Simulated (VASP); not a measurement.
# HgTe (R-3m) in VASP: notebook

HgTe is run at these levels: PBE; tasks: single point.

Program: VASP 6.6.1. These are calculated values, not measurements. Logs are shortened: lines on timing, memory, paths and dates and some standing lists are left out, and cuts for length are marked.

### 1 The cell of the first run

It takes space group R-3m (No. 166, trigonal). The conventional cell has a = 4.194 Å, b = 4.194 Å, c = 9.817 Å, α = 90.00°, β = 90.00°, γ = 120.00°. Hg (site symmetry -3m) has 6 Te at 2.92 Å within 3.8 Å. Te (site symmetry -3m) has 6 Hg at 2.92 Å within 3.8 Å.

### 2 Single point, PBE (equal xy, yz and zx shear strains of -3 %)

Input file INCAR:

```
  PREC = Accurate
  ENCUT = 520
  EDIFF = 1E-6
  ISMEAR = -1
  SIGMA = 0.08
  LREAL = False
  LASPH = True
  NELM = 100
  ALGO = Normal
  ISIF = 2
  LWAVE = False
  LCHARG = True
  GGA = PE
  LELF = True
  LVHAR = True
  NBANDS = 16
```

Input file KPOINTS:

```
regular mesh
0
Gamma
  10 10 10
```

Input file POSCAR:

```
HgTe
1.0
   -0.0876450000      2.8776775000      2.8776775000
    2.8776775000     -0.0876450000      2.8776775000
    2.8776775000      2.8776775000     -0.0876450000
Hg Te
1 1
Direct
    0.0000000000      0.0000000000      0.0000000000
    0.5000000000      0.5000000000      0.5000000000
```

Potentials or basis: VASP PAW PBE potentials, release 64 (Hg, Te).

Run with:

```
$ cat potpaw_PBE.64/Hg/POTCAR potpaw_PBE.64/Te/POTCAR > POTCAR
$ mpirun -np 1 vasp_std > vasp.out
```

OUTCAR:

```text
PREC = Accurate
   ENCUT = 520
   EDIFF = 1E-6
   ISMEAR = -1
   LREAL = False
   LASPH = True
   NELM = 100
   ISIF = 2
   GGA = PE

 ion  position               nearest neighbor table
   1  0.000  0.000  0.000-   2 2.92   2 2.92   2 2.92   2 2.92   2 2.92   2 2.92
   2  0.500  0.500  0.500-   1 2.92   1 2.92   1 2.92   1 2.92   1 2.92   1 2.92

  LATTYP: Found a trigonal (rhomboedric) cell.
 ALAT       =     4.0705942114
 COS(alpha) =     0.4693254694

  Lattice vectors:

 A1 = (  -0.0876450000,   2.8776775000,   2.8776775000)
 A2 = (   2.8776775000,  -0.0876450000,   2.8776775000)
 A3 = (   2.8776775000,   2.8776775000,  -0.0876450000)

Analysis of symmetry for initial positions (statically):
=====================================================================
 Subroutine PRICEL returns:
 Original cell was already a primitive cell.

 Routine SETGRP: Setting up the symmetry group for a
 trigonal (rhombohedral) supercell.

 Subroutine GETGRP returns: Found 12 space group operations
 (whereof 12 operations were pure point group operations)
 out of a pool of 12 trial point group operations.

The static configuration has the point symmetry D_3d.

Analysis of symmetry for dynamics (positions and initial velocities):
=====================================================================
 Subroutine PRICEL returns:
 Original cell was already a primitive cell.

 Routine SETGRP: Setting up the symmetry group for a
 trigonal (rhombohedral) supercell.

 Subroutine GETGRP returns: Found 12 space group operations
 (whereof 12 operations were pure point group operations)
 out of a pool of 12 trial point group operations.

The dynamic configuration has the point symmetry D_3d.

 Subroutine INISYM returns: Found 12 space group operations
 (whereof 12 operations are pure point group operations),
 and found     1 'primitive' translations

----------------------------------------------------------------------------------------

                                     Primitive cell

  volume of cell :      49.8370

  direct lattice vectors                    reciprocal lattice vectors
    -0.087645000  2.877677500  2.877677500    -0.166008264  0.171223184  0.171223184
     2.877677500 -0.087645000  2.877677500     0.171223184 -0.166008264  0.171223184
     2.877677500  2.877677500 -0.087645000     0.171223184  0.171223184 -0.166008264

  length of vectors
     4.070594211  4.070594211  4.070594211     0.293587297  0.293587297  0.293587297

  position of ions in fractional coordinates (direct lattice)
     0.000000000  0.000000000  0.000000000
     0.500000000  0.500000000  0.500000000

  ion indices of the primitive-cell ions
   primitive index   ion index
                 1           1
                 2           2

----------------------------------------------------------------------------------------

 KPOINTS: regular mesh

Automatic generation of k-mesh.
 Grid dimensions read from file:
 generate k-points for:   10   10   10

 Generating k-lattice:

  Cartesian coordinates                     Fractional coordinates (reciprocal lattice)
    -0.016600826  0.017122318  0.017122318     0.100000000  0.000000000  0.000000000
     0.017122318 -0.016600826  0.017122318     0.000000000  0.100000000  0.000000000
     0.017122318  0.017122318 -0.016600826     0.000000000  0.000000000  0.100000000

  Length of vectors
     0.029358730  0.029358730  0.029358730

  Shift w.r.t. Gamma in fractional coordinates (k-lattice)
     0.000000000  0.000000000  0.000000000

 Subroutine IBZKPT returns following result:
 ===========================================

 Found    116 irreducible k-points:

 Following reciprocal coordinates:
            Coordinates               Weight
  0.000000  0.000000  0.000000      1.000000
  0.100000 -0.000000 -0.000000      6.000000
  0.200000 -0.000000 -0.000000      6.000000
  0.300000  0.000000 -0.000000      6.000000
  0.400000 -0.000000 -0.000000      6.000000
  0.500000  0.000000 -0.000000      3.000000
[... 16 lines left out ...]
  0.300000  0.300000 -0.000000      6.000000
  0.400000  0.300000 -0.000000     12.000000
 [... further k-points ...]
   k-points           NKPTS =    116   k-points in BZ     NKDIM =    116   number of bands    NBANDS=     16
   number of dos      NEDOS =    301   number of ions     NIONS =      2
   total plane-waves  NPLWV =  27000
   dimension x,y,z NGX =    30 NGY =   30 NGZ =   30
   dimension x,y,z NGXF=    60 NGYF=   60 NGZF=   60
   ions per type =               1   1
   NGX,Y,Z   is equivalent  to a cutoff of  12.25, 12.25, 12.25 a.u.
   NGXF,Y,Z  is equivalent  to a cutoff of  24.50, 24.50, 24.50 a.u.
 SYSTEM =  unknown system
   PREC   = accura    normal or accurate (medium, high low for compatibility)
   ISTART =      0    job   : 0-new  1-cont  2-samecut
   ICHARG =      2    charge: 1-file 2-atom 10-const
   ISPIN  =      1    spin polarized calculation?
   LNONCOLLINEAR =      F non collinear calculations
   LSORBIT =      F    spin-orbit coupling
   LASPH  =      T    aspherical Exc in radial PAW
   ENCUT  =  520.0 eV  38.22 Ry    6.18 a.u.   7.57  7.57  7.57*2*pi/ulx,y,z
   NELM   =    100;   NELMIN=  2; NELMDL= -5     # of ELM steps
   EDIFF  = 0.1E-05   stopping-criterion for ELM
   LREAL  =      F    real-space projection
   EDIFFG = 0.1E-04   stopping-criterion for IOM
   NSW    =      0    number of steps for IOM
   IBRION =     -1    ionic relax: 0-MD 1-quasi-New 2-CG
   NFREE  =      0    steps in history (QN), initial steepest desc. (CG)
   ISIF   =      2    stress and relaxation
   ISYM   =      2    0-nonsym 1-usesym 2-fastsym
   POTIM  = 0.5000    time-step for ionic-motion
   TEBEG  =    0.0;   TEEND  =   0.0 temperature during run
   PSTRESS=    0.0 pullay stress
   NELECT =      18.0000    total number of electrons
   NUPDOWN=      -1.0000    fix difference up-down
   EMIN   =  10.00;   EMAX   =-10.00  energy-range for DOS
   EFERMI =   0.00;   METHOD = LEGACY
   ISMEAR =    -1;   SIGMA  =   0.08  broadening in eV -4-tet -1-fermi 0-gaus
   EFERMI_NEDOS =   21; number of points for ismear=-14 and -15
   IALGO  =     38    algorithm
   IMIX   =      4    mixing-type and parameters
     AMIX     =   0.40;   BMIX     =  1.00
     AMIX_MAG =   1.60;   BMIX_MAG =  1.00
  volume/ion in A,a.u.               =      24.92       168.16
  Fermi-wavevector in a.u.,A,eV,Ry     =   1.165866  2.203167 18.493620  1.359243
  Thomas-Fermi vector in A             =   2.302386
   LORBIT       =      0    0 simple, 1 ext, 2 COOP (PROOUT), +10 PAW based schemes
   GGA     = PE    functional components
   LHFCALC =     F    Hartree Fock is set to
   AEXX    =    0.0000 exact exchange contribution
   IVDW    =     0    specifies the selected vdW correction
   LEPSILON=     F    determine dielectric tensor
   LRPA    =     F    only Hartree local field effects (RPA)
 non-spin polarized calculation
  energy-cutoff  :      520.00
  volume of cell :       49.84
 maximum number of plane-waves:      1360
   NGX = 15   NGY = 15   NGZ = 15

 number of electron      18.0000002 magnetization

 Free energy of the ion-electron system (eV)
  ---------------------------------------------------
  ext. energy  EPLUGINS =         0.00000000
  ---------------------------------------------------
  free energy    TOTEN  =        -3.12797197 eV

  energy without entropy =       -3.11480613  energy(sigma->0) =       -3.12138905

 E-fermi :   5.9517     XC(G=0): -10.5108

 val. band max:        5.9255612311   @ k =   0.5000   0.1000   0.0000
 cond. band min:       5.9633276812   @ k =   0.3000   0.2000   0.2000
 fundamental gap:      0.0377664501
 Fermi energy:         5.9517315452

 k-point     1 :       0.0000    0.0000    0.0000
  band No.  band energies     occupation
      1      -7.0859      2.00000
      2      -1.3017      2.00000
      3      -1.3017      2.00000
      4      -1.2533      2.00000
      5      -1.2533      2.00000
      6      -1.1993      2.00000
[... 8 lines left out ...]
     15      14.0098      0.00000
     16      14.0970      0.00000

 k-point     2 :       0.1000   -0.0000   -0.0000
  band No.  band energies     occupation
      1      -6.9792      2.00000
      2      -1.3547      2.00000
      3      -1.3377      2.00000
      4      -1.2709      2.00000
      5      -1.2332      2.00000
      6      -1.1874      2.00000
[... 8 lines left out ...]
     15      13.9949      0.00000
     16      14.3612      0.00000

 k-point     3 :       0.2000   -0.0000   -0.0000
  band No.  band energies     occupation
      1      -6.6709      2.00000
      2      -1.4875      2.00000
      3      -1.4468      2.00000
      4      -1.3375      2.00000
      5      -1.1792      2.00000
      6      -1.1367      2.00000
[... 8 lines left out ...]
     15      14.4001      0.00000
     16      14.9352      0.00000

 k-point     4 :       0.3000    0.0000   -0.0000
  band No.  band energies     occupation
      1      -6.2075      2.00000
      2      -1.6404      2.00000
      3      -1.5794      2.00000
      4      -1.5129      2.00000
      5      -1.1109      2.00000
      6      -1.0653      2.00000
[... 8 lines left out ...]
     15      15.1267      0.00000
     16      15.8070      0.00000

 k-point     5 :       0.4000   -0.0000   -0.0000
  band No.  band energies     occupation
      1      -5.7139      2.00000
      2      -1.8562      2.00000
      3      -1.7565      2.00000
      4      -1.6813      2.00000
      5      -1.0545      2.00000
      6      -1.0069      2.00000
[... 8 lines left out ...]
     15      16.0562      0.00000
     16      16.8669      0.00000

 k-point     6 :       0.5000    0.0000   -0.0000
  band No.  band energies     occupation
      1      -5.4725      2.00000
      2      -2.0862      2.00000
      3      -1.7992      2.00000
      4      -1.7194      2.00000
      5      -1.0326      2.00000
      6      -0.9851      2.00000
[... 8 lines left out ...]
     15      16.6966      0.00000
     16      17.2399      0.00000

 k-point     7 :       0.1000    0.1000   -0.0000
  band No.  band energies     occupation
      1      -6.9432      2.00000
      2      -1.4197      2.00000
      3      -1.2875      2.00000
      4      -1.2660      2.00000
      5      -1.2371      2.00000
      6      -1.1927      2.00000
[... 8 lines left out ...]
     15      14.9708      0.00000
     16      15.0054      0.00000

 k-point     8 :       0.2000    0.1000   -0.0000
  band No.  band energies     occupation
      1      -6.7072      2.00000
      2      -1.5540      2.00000
      3      -1.3392      2.00000
      4      -1.2989      2.00000
      5      -1.2011      2.00000
      6      -1.1448      2.00000
[... 8 lines left out ...]
     15      14.9638      0.00000
     16      15.6316      0.00000

 k-point     9 :       0.3000    0.1000   -0.0000
  band No.  band energies     occupation
      1      -6.3069      2.00000
      2      -1.7014      2.00000
      3      -1.4652      2.00000
      4      -1.3872      2.00000
      5      -1.1406      2.00000
      6      -1.0658      2.00000
[... 8 lines left out ...]
     15      15.3635      0.00000
     16      16.3498      0.00000
[... 172 lines left out ...]
 k-point    19 :       0.5000    0.2000   -0.0000
  band No.  band energies     occupation
      1      -5.5908      2.00000
      2      -1.6954      2.00000
      3      -1.5684      2.00000
      4      -1.4695      2.00000
      5      -0.9909      2.00000
      6      -0.9569      2.00000
[... 8 lines left out ...]
     15      17.3223      0.00000
     16      18.0411      0.00000

 k-point    20 :      -0.4000    0.2000   -0.0000
  band No.  band energies     occupation
      1      -5.5180      2.00000
      2      -1.8123      2.00000
      3      -1.6522      2.00000
      4      -1.4123      2.00000
      5      -0.9925      2.00000
      6      -0.9505      2.00000
[... 8 lines left out ...]
     15      16.1956      0.00000
     16      17.0382      0.00000

 k-point    21 :      -0.3000    0.2000   -0.0000
  band No.  band energies     occupation
      1      -5.7430      2.00000
      2      -1.8422      2.00000
      3      -1.6816      2.00000
      4      -1.3568      2.00000
      5      -1.0430      2.00000
      6      -0.9770      2.00000
[... 8 lines left out ...]
     15      16.2427      0.00000
     16      17.1635      0.00000

 k-point    22 :      -0.2000    0.2000    0.0000
  band No.  band energies     occupation
      1      -6.1167      2.00000
      2      -1.7160      2.00000
      3      -1.6488      2.00000
      4      -1.3381      2.00000
      5      -1.1000      2.00000
      6      -1.0339      2.00000
[... 8 lines left out ...]
     15      16.0298      0.00000
     16      17.3333      0.00000

 k-point    23 :       0.3000    0.3000   -0.0000
  band No.  band energies     occupation
      1      -6.1190      2.00000
      2      -1.6541      2.00000
      3      -1.3713      2.00000
      4      -1.2121      2.00000
      5      -1.0706      2.00000
      6      -1.0496      2.00000
[... 8 lines left out ...]
     15      17.7527      0.00000
     16      18.2373      0.00000

 k-point    24 :       0.4000    0.3000   -0.0000
  band No.  band energies     occupation
      1      -5.8960      2.00000
      2      -1.4648      2.00000
      3      -1.3974      2.00000
      4      -1.2631      2.00000
      5      -0.9984      2.00000
      6      -0.9649      2.00000
[... 8 lines left out ...]
     15      18.2970      0.00000
     16      18.4104      0.00000

 [... further k-points ...]
[... 5 lines left out ...]
  --------------------------------------------------------------------------------------
  -------------------------------------------------------------------------------------
  Total        3.3097193      3.3097193      3.3097193      0.1467299      0.1467299      0.1467299
  in kB      106.4021134    106.4021134    106.4021134      4.7171274      4.7171274      4.7171274
  external PRESSURE =     106.4021134 kB  Pullay stress =       0.0000000 kB

 VOLUME and BASIS-vectors are now :
 -----------------------------------------------------------------------------
  energy-cutoff  :      520.00
  volume of cell :       49.84
      direct lattice vectors                 reciprocal lattice vectors
    -0.087645000  2.877677500  2.877677500    -0.166008264  0.171223184  0.171223184
     2.877677500 -0.087645000  2.877677500     0.171223184 -0.166008264  0.171223184
     2.877677500  2.877677500 -0.087645000     0.171223184  0.171223184 -0.166008264

 POSITION                                       TOTAL-FORCE (eV/Angst)
 -----------------------------------------------------------------------------------
      0.00000      0.00000      0.00000        -0.000000      0.000000     -0.000000
      2.83385      2.83385      2.83385         0.000000     -0.000000      0.000000
 -----------------------------------------------------------------------------------
    total drift:                               -0.000000      0.000000      0.000000

  FREE ENERGIE OF THE ION-ELECTRON SYSTEM (eV)
  ---------------------------------------------------
  free  energy   TOTEN  =        -3.1279719749 eV

  energy  without entropy=       -3.1148061343  energy(sigma->0) =       -3.12138905
```

Run time: 35 s. Hardware: 1 thread of AMD EPYC 9R45 (Zen 5), shared host; peak memory 0.21 GiB.

What came out:

* Free energy: -3.1280 eV
* Pressure: 10.6 GPa
* Band gap on the k mesh: zero (bands 9 and 10 overlap by 3.10 eV)

Caveat: the cell differs from its parent crystal (equal xy, yz and zx shear strains of -3 %); the cell stands under pressure; spin-orbit coupling is left out, which moves the levels of the heavy elements.

### 3 Single point, PBE (equal xy, yz and zx shear strains of -1 %)

Input file INCAR:

```
SYSTEM = HgTe
  ALGO = Normal
  EDIFF = 1E-6
  ENCUT = 520
  GGA = PE
  ISIF = 2
  ISMEAR = -1
  LASPH = .True.
  LCHARG = .False.
  LREAL = .False.
  LWAVE = .False.
  NBANDS = 16
  NELM = 100
  PREC = Accurate
  SIGMA = 0.08
```

Input file KPOINTS:

```
k-points
0
Gamma
  10 10 10
  0 0 0
```

Input file POSCAR:

```
HgTe
1.0
   -0.0292150000      2.9068925000      2.9068925000
    2.9068925000     -0.0292150000      2.9068925000
    2.9068925000      2.9068925000     -0.0292150000
Hg Te
1 1
Direct
    0.0000000000      0.0000000000      0.0000000000
    0.5000000000      0.5000000000      0.5000000000
```

Potentials or basis: VASP PAW PBE potentials, release 64 (Hg, Te).

Run with:

```
$ cat potpaw_PBE.64/Hg/POTCAR potpaw_PBE.64/Te/POTCAR > POTCAR
$ mpirun -np 1 vasp_std > vasp.out
```

It took 35 s on 1 thread of AMD EPYC 9R45 (Zen 5), shared host; peak memory 0.21 GiB.

Results (log left out):

```
Free energy            : -3.1360 eV
Pressure               : 10.6 GPa
Band gap on the k mesh : zero (bands 9 and 10 overlap by 3.20 eV)
```

Stress tensor (GPa, compression positive):
```
10.60  0.16  0.16
 0.16 10.60  0.16
 0.16  0.16 10.60
```

Levels at points of the mesh, in eV from the Fermi level:
```csv
k point,band 6,band 7,band 8,band 9,band 10,band 11,band 12,band 13
"(0.00, 0.00, 0.00)",-7.17,-0.95,-0.95,-0.81,-0.35,7.65,7.65,7.85
"(0.50, 0.00, 0.00)",-6.94,-6.08,0.43,0.44,2.51,3.74,3.86,4.40
"(0.50, 0.50, 0.00)",-5.99,-5.18,-2.92,-2.88,-2.75,4.66,9.87,9.89
"(0.50, 0.50, 0.50)",-6.94,-6.01,0.39,0.39,2.38,3.66,3.66,4.24
```

Caveat: the cell differs from its parent crystal (equal xy, yz and zx shear strains of -1 %); the cell stands under pressure; spin-orbit coupling is left out, which moves the levels of the heavy elements.

(Part 1 of 2 ends here.)
